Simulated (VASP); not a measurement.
Wanted: the native input for a VASP 6.6.1 run.

```yaml
Task: single point
Functional: PBE
Potentials_or_basis: VASP PAW PBE potentials, release 64 (Cu, O)
Cutoff: 600 eV
k_mesh: 8 × 8 × 8
Occupations: gaussian, width 0.05 eV
Spin: non-collinear spin, zero start, spin-orbit coupling
Starting_moments: "[[0.0, 0.0, 0.0], [0.0, 0.0, 0.0], [0.0, 0.0, 0.0], [0.0, 0.0, 0.0], [0.0, 0.0, 0.0], [0.0, 0.0, 0.0]] μB"
Hubbard_terms: Cu d U = 6.0 eV
Dipole_correction: no
Further_INCAR_settings: ALGO = Normal; EDIFF = 1e-06; NBANDS = 72
```

The structure of Cu2O lies in POSCAR:

```
Cu2O
1.0
    4.2986203550      0.0000000000      0.0000000000
    0.0000000000      4.2986203550      0.0000000000
    0.0000000000      0.0000000000      4.2986203550
Cu O
4 2
Direct
    0.2500000000      0.2500000000      0.2500000000
    0.2500000000      0.7500000000      0.7500000000
    0.7500000000      0.7500000000      0.2500000000
    0.7500000000      0.2500000000      0.7500000000
    0.0000000000      0.0000000000      0.0000000000
    0.5000000000      0.5000000000      0.5000000000
```

One way to write it, as run:

INCAR

```
SYSTEM = Cu2O
PREC = Accurate
ENCUT = 600
EDIFF = 1E-6
ISMEAR = 0
SIGMA = 0.05
LREAL = .FALSE.
LASPH = .TRUE.
NELM = 200
ALGO = Normal
ISIF = 2
LWAVE = .FALSE.
LCHARG = .TRUE.
MAGMOM = 0 0 0 0 0 0 0 0 0 0 0 0 0 0 0 0 0 0
LORBIT = 11
LSORBIT = .TRUE.
GGA_COMPAT = .FALSE.
LORBMOM = .TRUE.
LMAXMIX = 4
LDAU = .TRUE.
LDAUTYPE = 2
LDAUL = 2 -1
LDAUU = 6 0
LDAUJ = 0 0
LDAUPRINT = 1
GGA = PE
LVHAR = .TRUE.
NBANDS = 72
KPAR = 4
```

KPOINTS

```
Automatic mesh
0
G
  8 8 8
  0 0 0
```

Potentials or basis: VASP PAW PBE potentials, release 64 (Cu, O).

Command:

```console
$ cat potpaw_PBE.64/Cu/POTCAR potpaw_PBE.64/O/POTCAR > POTCAR
$ mpirun -np 4 vasp_ncl > vasp.out
```

Results of the run:

```yaml
Pressure: -1.0 GPa
Net_moment: 0.00 μB per cell
Valence_electrons_inside_the_program's_atomic_spheres: Cu 10.10; O 5.00
```

Run time: 3.2 min on 4 MPI ranks on Intel(R) Xeon(R) Platinum 8488C (Sapphire Rapids) (shared host), peak memory 0.61 GiB a rank.
